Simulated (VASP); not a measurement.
Here is a VASP 6.6.1 calculation.

File INCAR:

```
SYSTEM = Cu3O2
  PREC = Accurate
  ENCUT = 520
  EDIFF = 1E-6
  ISMEAR = 0
  SIGMA = 0.15
  LREAL = .FALSE.
  LASPH = .TRUE.
  NELM = 100
  ALGO = Normal
  ISIF = 2
  LWAVE = .FALSE.
  LCHARG = .TRUE.
  GGA = CA
  LELF = .TRUE.
  LVHAR = .TRUE.
  NBANDS = 30
```

KPOINTS

```
Automatic mesh
0
G
  14 14 14
  0 0 0
```

The input POSCAR:

```
Cu3O2
1.0
   -1.9354500000      1.9354500000      3.5884925292
    1.9354500000     -1.9354500000      3.5884925292
    1.9354500000      1.9354500000     -3.5884925292
Cu O
3 2
Direct
    0.2500000000      0.7500000000      0.5000000000
    0.7500000000      0.2500000000      0.5000000000
    0.0000000000      0.0000000000      0.0000000000
    0.0000000000      0.5000000000      0.5000000000
    0.5000000000      0.0000000000      0.5000000000
```

Potentials or basis: VASP PAW LDA potentials, release 64 (Cu, O).

Command:

```console
$ cat potpaw_LDA.64/Cu/POTCAR potpaw_LDA.64/O/POTCAR > POTCAR
$ mpirun -np 1 vasp_std > vasp.out
```

(1) Estimate the pressure.

Results:

(1) 4.1 GPa.

Caveat: an odd number of electrons without spin polarisation forces a metal; a magnetic or distorted state may lie lower.
